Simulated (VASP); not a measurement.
A run of VASP 6.6.1:

File INCAR:

```
ALGO = Normal
EDIFF = 1E-6
ENCUT = 520
GGA = PE
ISIF = 2
ISMEAR = 0
LASPH = True
LCHARG = False
LREAL = False
LWAVE = False
NBANDS = 15
NELM = 80
PREC = Accurate
SIGMA = 0.05
```

KPOINTS

```
k-points
0
Gamma
  8 8 8
```

The input POSCAR:

```
KF
1.0
    0.0000000000      2.6735000000      2.6735000000
    2.6735000000      0.0000000000      2.6735000000
    2.6735000000      2.6735000000      0.0000000000
K F
1 1
Direct
   -0.0140265569      0.0140265569      0.0140265569
    0.5000000000      0.5000000000      0.5000000000
```

Potentials or basis: VASP PAW PBE potentials, release 64 (K_sv, F).

Command:

```sh
$ cat potpaw_PBE.64/K_sv/POTCAR potpaw_PBE.64/F/POTCAR > POTCAR
$ mpirun -np 1 vasp_std > vasp.out
```

Hardware: 1 thread of Intel(R) Xeon(R) 6975P-C (Granite Rapids), with other jobs on the host.

Problem. How long does it take, and how much memory?

Solution. Wall time 12 s on 1 thread of Intel(R) Xeon(R) 6975P-C (Granite Rapids) (shared host), peak memory 0.17 GiB. Counts: scf iterations 13, k points 59.
